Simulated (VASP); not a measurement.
# Ti (I4/mmm) in VASP: notebook, part 2 of 2

VASP 6.6.1. The steps go on from the part before.

## 5. Single point, LDA (16.01 Å³/atom)

INCAR reads:

```
PREC = Accurate
ENCUT = 520
EDIFF = 1E-7
ISMEAR = 0
SIGMA = 0.15
LREAL = F
LASPH = T
NELM = 60
ALGO = Fast
ISIF = 2
LWAVE = F
LCHARG = F
NBANDS = 12
```

KPOINTS reads:

```
Automatic mesh
0
Gamma
  22 22 22
```

POSCAR reads:

```
Ti
1.0
    0.0000000000      2.0526860083      1.9001714378
    2.0526860083      0.0000000000      1.9001714378
    2.0526860083      2.0526860083      0.0000000000
Ti
1
Direct
    0.0000000000      0.0000000000      0.0000000000
```

Potentials or basis: VASP PAW LDA potentials, release 64 (Ti_sv).

On the command line:

```sh
> cat potpaw_LDA.64/Ti_sv/POTCAR > POTCAR
> mpirun -np 1 vasp_std > vasp.out
```

OUTCAR:

```text
PREC = Accurate
   ENCUT = 520
   EDIFF = 1E-7
   ISMEAR = 0
   LREAL = F
   LASPH = T
   NELM = 60
   ISIF = 2

 ion  position               nearest neighbor table
   1  0.000  0.000  0.000-

  LATTYP: Found a body centered tetragonal cell.
 ALAT       =     2.9029363922
 C/A-ratio  =     1.3091374946

  Lattice vectors:

 A1 = (   0.0000000000,  -2.0526860083,  -1.9001714378)
 A2 = (   0.0000000000,   2.0526860083,  -1.9001714378)
[... 541 lines left out ...]
     12      23.9382      0.00000

 [... further k-points ...]

------------------------ aborting loop because EDIFF is reached ----------------------------------------

  FORCE on cell =-STRESS in cart. coord.  units (eV):
  Direction    XX          YY          ZZ          XY          YZ          ZX
  --------------------------------------------------------------------------------------
  -------------------------------------------------------------------------------------
  Total       -0.0898845     -0.0898845      0.1397984      0.0000000      0.0000000     -0.0000000
  in kB       -8.9934707     -8.9934707     13.9876551      0.0000000      0.0000000     -0.0000000
  external PRESSURE =      -1.3330955 kB  Pullay stress =       0.0000000 kB

 VOLUME and BASIS-vectors are now :
 -----------------------------------------------------------------------------
  energy-cutoff  :      520.00
  volume of cell :       16.01
      direct lattice vectors                 reciprocal lattice vectors
     0.000000000  2.052686008  1.900171438    -0.243583285  0.243583285  0.263134152
     2.052686008  0.000000000  1.900171438     0.243583285 -0.243583285  0.263134152
     2.052686008  2.052686008  0.000000000     0.243583285  0.243583285 -0.263134152

 POSITION                                       TOTAL-FORCE (eV/Angst)
 -----------------------------------------------------------------------------------
      0.00000      0.00000      0.00000         0.000000      0.000000      0.000000
 -----------------------------------------------------------------------------------
    total drift:                               -0.000000     -0.000000     -0.000000

  FREE ENERGIE OF THE ION-ELECTRON SYSTEM (eV)
  ---------------------------------------------------
  free  energy   TOTEN  =        -8.5019724844 eV

  energy  without entropy=       -8.4822108985  energy(sigma->0) =       -8.49209169
```

OSZICAR:

```text
N       E                     dE             d eps       ncg     rms          rms(c)
DAV:   1     0.856288882774E+02    0.85629E+02   -0.65540E+03 20096   0.121E+03
DAV:   2    -0.527402320745E+01   -0.90903E+02   -0.88365E+02 20332   0.296E+02
DAV:   3    -0.933679728440E+01   -0.40628E+01   -0.40207E+01 27612   0.639E+01
[... 16 lines left out ...]
RMM:  20    -0.850197173696E+01   -0.44483E-06   -0.43529E-06 22192   0.102E-02    0.120E-03
RMM:  21    -0.850197209366E+01   -0.35670E-06   -0.34959E-06 20626   0.724E-03    0.914E-04
RMM:  22    -0.850197226942E+01   -0.17575E-06   -0.17152E-06 19867   0.619E-03    0.490E-04
RMM:  23    -0.850197239651E+01   -0.12709E-06   -0.12827E-06 17217   0.389E-03    0.137E-04
RMM:  24    -0.850197248444E+01   -0.87936E-07   -0.83931E-07 14876   0.292E-03
   1 F= -.85019725E+01 E0= -.84920917E+01  d E =-.197616E-01
```

stdout:

```text
POSCAR found type information on POSCAR Ti
 POSCAR found :  1 types and       1 ions
 scaLAPACK will be used
 LDA part: xc-table for (Slater(with rela. corr.)+CA(PZ))
 , standard interpolation
 POSCAR, INCAR and KPOINTS ok, starting setup
 FFT: planning ... GRIDC
 FFT: planning ... GRID_SOFT
 FFT: planning ... GRID
 WAVECAR not read
 entering main loop
WARNING in EDDRMM: call to ZHEGV failed, returncode =   6  3      7
WARNING in EDDRMM: call to ZHEGV failed, returncode =   8  4      5
WARNING in EDDRMM: call to ZHEGV failed, returncode =   6  3     10
WARNING in EDDRMM: call to ZHEGV failed, returncode =   6  3      5
WARNING in EDDRMM: call to ZHEGV failed, returncode =   8  4     12
WARNING in EDDRMM: call to ZHEGV failed, returncode =   8  4      6
WARNING in EDDRMM: call to ZHEGV failed, returncode =   6  3      8
WARNING in EDDRMM: call to ZHEGV failed, returncode =   6  3      8
WARNING in EDDRMM: call to ZHEGV failed, returncode =   6  3     10
WARNING in EDDRMM: call to ZHEGV failed, returncode =   6  3      9
[... 21 lines left out ...]
WARNING in EDDRMM: call to ZHEGV failed, returncode =   6  3      5
WARNING in EDDRMM: call to ZHEGV failed, returncode =   6  3      8
WARNING in EDDRMM: call to ZHEGV failed, returncode =   6  3      5
WARNING in EDDRMM: call to ZHEGV failed, returncode =   8  4      8
WARNING in EDDRMM: call to ZHEGV failed, returncode =   6  3     11
WARNING in EDDRMM: call to ZHEGV failed, returncode =   6  3     10
WARNING in EDDRMM: call to ZHEGV failed, returncode =   6  3      8
WARNING in EDDRMM: call to ZHEGV failed, returncode =   6  3      5
WARNING in EDDRMM: call to ZHEGV failed, returncode =   6  3      8
WARNING in EDDRMM: call to ZHEGV failed, returncode =   6  3     11
```

Run time: 2.9 min. Hardware: 1 thread of Intel Xeon Platinum 8375C at 2.90GHz (Ice Lake), shared host; peak memory 0.27 GiB.

What came out:

```
Free energy            : -8.5020 eV
Pressure               : -0.1 GPa
Band gap on the k mesh : zero (bands 6 and 7 overlap by 1.52 eV)
```

Levels at points of the mesh, in eV from the Fermi level:
```
           k point  band 3  band 4  band 5  band 6  band 7  band 8  band 9  band 10
(0.00, 0.00, 0.00)  -32.00  -31.99   -6.18    0.72    0.72    1.35    2.30     3.03
(0.50, 0.00, 0.00)  -32.16  -32.06   -2.76    0.39    1.00    1.16    3.76     4.10
(0.50, 0.50, 0.00)  -32.38  -32.38   -2.84   -2.08    3.89    4.27    4.27     4.39
(0.50, 0.00, 0.50)  -32.32  -32.21   -2.87   -1.84    2.85    3.86    4.00     4.46
```

## 6. Single point, LDA (14.09 Å³/atom)

This run uses another cell than the first one, of 14.09 Å³/atom.

INCAR reads:

```
PREC = Accurate ; ENCUT = 520
EDIFF = 1E-7 ; ISMEAR = 0
SIGMA = 0.15 ; LREAL = F
LASPH = T ; NELM = 80
ALGO = Fast ; ISIF = 2
LWAVE = F ; LCHARG = F
NBANDS = 12
```

KPOINTS is that of step 5.

POSCAR reads:

```
Ti
1.0
    0.0000000000      1.8208757875      2.1249620440
    1.8208757875      0.0000000000      2.1249620440
    1.8208757875      1.8208757875      0.0000000000
Ti
1
Direct
    0.0000000000      0.0000000000      0.0000000000
```

Potentials or basis: VASP PAW LDA potentials, release 64 (Ti_sv).

On the command line:

```sh
> cat potpaw_LDA.64/Ti_sv/POTCAR > POTCAR
> mpirun -np 1 vasp_std > vasp.out
```

It took 5.3 min on 1 thread of Intel Xeon 8259CL, shared host; peak memory 0.25 GiB.

The run converged. Its results:

```
Free energy            : -8.3918 eV
Pressure               : 18.1 GPa
Band gap on the k mesh : zero (bands 6 and 7 overlap by 1.30 eV)
```

Stress tensor (GPa, compression positive):
```
18.71  0.00  0.00
 0.00 18.71  0.00
 0.00  0.00 17.00
```

Levels at points of the mesh, in eV from the Fermi level:
| k point | band 4 | band 5 | band 6 | band 7 | band 8 | band 9 |
| --- | --- | --- | --- | --- | --- | --- |
| (0.00, 0.00, 0.00) | -31.49 | -6.30 | 0.02 | 1.71 | 1.71 | 1.98 |
| (0.50, 0.00, 0.00) | -31.53 | -3.02 | 0.12 | 1.63 | 1.69 | 4.35 |
| (0.50, 0.50, 0.00) | -31.76 | -3.23 | -2.08 | 2.21 | 4.77 | 4.93 |
| (0.50, 0.00, 0.50) | -31.89 | -3.36 | -2.26 | 4.23 | 4.36 | 5.37 |

Caveat: the cell stands under pressure.

## 7. Summary

```tsv
cell	further INCAR settings	gap on the mesh (eV)	pressure (GPa)
a = 2.920, b = 2.920, c = 2.687 Å, angles 62.6, 62.6, 54.8°, 1 atom	ALGO = Fast; EDIFF = 1e-07; NBANDS = 12	none	-0.6
a = 2.774, b = 2.774, c = 2.979 Å, angles 57.5, 57.5, 65.0°, 1 atom	ALGO = Fast; EDIFF = 1e-06; NBANDS = 12	none	-0.4
a = 2.758, b = 2.758, c = 3.056 Å, angles 56.4, 56.4, 67.3°, 1 atom	ALGO = Fast; EDIFF = 1e-06; NBANDS = 12	none	-0.9
a = 2.797, b = 2.797, c = 2.903 Å, angles 58.7, 58.7, 62.5°, 1 atom	ALGO = Fast; EDIFF = 1e-07; NBANDS = 12	none	-0.1
a = 2.798, b = 2.798, c = 2.575 Å, angles 62.6, 62.6, 54.8°, 1 atom	ALGO = Fast; EDIFF = 1e-07; NBANDS = 12	none	18.1
```

Alike in all rows: task single point; level LDA; potentials or basis VASP PAW LDA potentials, release 64 (Ti_sv); no spin polarisation; k mesh 22 × 22 × 22; cutoff (eV) 520; smearing gaussian 0.15 eV.

Caveats: the cell stands under pressure (at least some runs).

Total energies depend on the potentials used, so only differences within one code and one set of settings carry meaning.
